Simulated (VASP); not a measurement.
A run of VASP 6.6.1 is set up as follows.

POSCAR

```
HfTi3O8
1.0
    3.3033062092     -3.2798872582      0.0000000000
    3.3033062092      3.2798872582      0.0000000000
    0.0000000000      0.0000000000      6.0534611132
Hf Ti O
1 3 8
Direct
    0.5000000000      0.5000000000      0.0000000000
    0.0000000000      0.0000000000      0.7446299736
    0.5000000000      0.5000000000      0.5000000000
    0.0000000000      0.0000000000      0.2553700264
    0.1867176083      0.1867176083      0.0000000000
    0.8132823917      0.8132823917      0.0000000000
    0.6998449043      0.3001550957      0.7365565274
    0.3001550957      0.6998449043      0.7365565274
    0.1946327034      0.1946327034      0.5000000000
    0.8053672966      0.8053672966      0.5000000000
    0.6998449043      0.3001550957      0.2634434726
    0.3001550957      0.6998449043      0.2634434726
```

The input INCAR.step1:

```
ALGO = Normal ; EDIFF = 1E-4
ENCUT = 520 ; GGA = PE
ISMEAR = 0 ; LASPH = True
LCHARG = False ; LREAL = False
LWAVE = True ; NBANDS = 59
NELM = 80 ; PREC = Accurate
SIGMA = 0.01
```

The input INCAR.step2:

```
ALGO = Normal ; EDIFF = 1E-6
ENCUT = 520 ; ISIF = 2
ISMEAR = 0 ; ISTART = 1
LASPH = True ; LCHARG = False
LMIXTAU = True ; LREAL = False
LWAVE = False ; METAGGA = R2SCAN
NBANDS = 59 ; NELM = 80
PREC = Accurate ; SIGMA = 0.01
```

The input KPOINTS:

```
k-points
0
Gamma
  6 6 4
```

Potentials or basis: VASP PAW PBE potentials, release 64 (Hf_pv, Ti_sv, O).

The run is started by

```sh
$ cat potpaw_PBE.64/Hf_pv/POTCAR potpaw_PBE.64/Ti_sv/POTCAR potpaw_PBE.64/O/POTCAR > POTCAR
$ cp INCAR.step1 INCAR
$ mpirun -np 1 vasp_std > vasp.out
$ cp INCAR.step2 INCAR
$ mpirun -np 1 vasp_std > vasp.out
```

Task: Predict the band gap on the k mesh.

Result: 2.37 eV (least direct gap 2.48 eV).

Task: What does it give for the largest force?

Result: 0.227 eV/Å.

Task: Predict the pressure.

Result: 0.0 GPa.

Stress tensor (GPa, compression positive):
```
-0.23  0.00  0.00
 0.00  0.08  0.00
 0.00  0.00  0.14
```

Caveat: the PAW data sets were made with another functional, which shifts forces and pressure a little; spin-orbit coupling is left out, which moves the levels of the heavy elements. A k mesh can miss the band edges.
